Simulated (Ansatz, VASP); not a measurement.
**One calculation of InGa3P4, two programs**

```xyz
8
Lattice="-2.8084 2.8084 5.6053 2.8084 -2.8084 5.6053 2.8084 2.8084 -5.6053" Properties=species:S:1:pos:R:3 pbc="T T T"
In    0.0000    0.0000    5.6053
Ga    0.0000    2.8084    2.8026
Ga    0.0000    0.0000    0.0000
Ga    2.8084    0.0000    2.8026
P     1.4768   -1.4768    4.1466
P     1.3316    1.3316    1.4587
P    -1.4768    1.4768    4.1466
P     1.4768    1.4768    7.0639
```

Alike in both runs: functional PBE; k mesh 4 × 4 × 4; occupations gaussian, width 0.1 eV; no spin polarisation.

Ansatz relaxed the structure, and its values are those at the end. VASP's run is a single point on that final structure, the one shown.

```csv
,VASP,Ansatz
version,VASP 6.6.1,Ansatz 0.2.0
potentials or method,"VASP PAW PBE potentials, release 64 (In_d, Ga_d, P), cutoff 520 eV","scalar-relativistic, plane waves, PAW"
valence electrons in the cell,72,72
```

```tsv
	VASP	Ansatz	Ansatz less VASP
gap on the k mesh at the Fermi level (eV)	1.17	1.17	+0.003
least direct gap on the mesh (eV)	1.17	1.17	+0.003
pressure (GPa)	0.1	0.2	+0.03
rms of the force components (eV/Å)	0.005	0.005	+0.0005
```

With one functional, cell and mesh, what is left measures potentials, basis and numerics.
